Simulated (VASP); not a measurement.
# HfO2: single point with PBE

Crystal: HfO2.

```
CELL_PARAMETERS angstrom
3.60331 0.00000 0.00000
0.00000 3.60331 0.00000
0.00000 0.00000 5.25063
ATOMIC_POSITIONS crystal
Hf 0.50000 0.50000 0.50000
Hf 0.00000 0.00000 0.00000
O 0.00000 0.50000 0.69501
O 0.50000 0.00000 0.80499
O 0.50000 0.00000 0.30499
O 0.00000 0.50000 0.19501
```

```json
{
 "Program": "VASP 6.6.1",
 "Task": "single point",
 "Functional": "PBE",
 "Potentials or basis": "VASP PAW PBE potentials, release 64 (Hf_pv, O)",
 "Cutoff": "520 eV",
 "k mesh": "6 × 6 × 4",
 "Occupations": "gaussian, width 0.1 eV",
 "Spin": "no spin polarisation"
}
```

```json
{"Pressure": "-2.9 GPa", "Largest force": "0.074 eV/Å", "Band gap on the k mesh": "4.63 eV, indirect (least direct gap 4.70 eV)"}
```

Forces on the atoms (eV/Å):
```
Hf   0.000  0.000  0.000
Hf   0.000  0.000  0.000
O    0.000  0.000 -0.074
O    0.000  0.000  0.074
O    0.000  0.000  0.074
O    0.000  0.000 -0.074
```

Stress tensor (GPa, compression positive):
```
-3.06  0.00  0.00
 0.00 -3.06  0.00
 0.00  0.00 -2.72
```

Levels at points of the mesh, in eV from the valence-band top:
| k point | band 18 | band 19 | band 20 | band 21 | band 22 | band 23 | band 24 | band 25 | band 26 | band 27 |
| --- | --- | --- | --- | --- | --- | --- | --- | --- | --- | --- |
| (0.00, 0.00, 0.00) | -1.32 | -0.74 | -0.14 | -0.07 | -0.07 | 4.63 | 4.64 | 5.81 | 5.98 | 6.29 |
| (0.50, 0.00, 0.00) | -2.09 | -1.40 | -1.40 | -0.15 | -0.15 | 5.01 | 5.01 | 5.97 | 5.97 | 7.18 |
| (0.50, 0.50, 0.00) | -1.02 | -0.75 | -0.75 | -0.61 | -0.61 | 5.67 | 5.67 | 5.94 | 5.94 | 6.95 |
| (0.00, 0.00, 0.50) | -2.65 | -0.69 | -0.69 | 0.00 | 0.00 | 5.25 | 5.25 | 5.54 | 5.54 | 8.42 |
| (0.50, 0.00, 0.50) | -1.85 | -1.38 | -1.38 | -0.92 | -0.92 | 5.13 | 5.13 | 5.50 | 5.50 | 7.17 |
| (0.50, 0.50, 0.50) | -1.85 | -1.42 | -1.42 | -0.09 | -0.09 | 5.78 | 5.78 | 6.18 | 6.18 | 7.08 |

Run time: 54 s on 1 thread of Intel(R) Xeon(R) Platinum 8375C CPU @ 2.90GHz (Ice Lake), with other jobs on the host, peak memory 0.2 GiB.

Caveat: spin-orbit coupling is left out, which moves the levels of the heavy elements. A k mesh can miss the band edges.
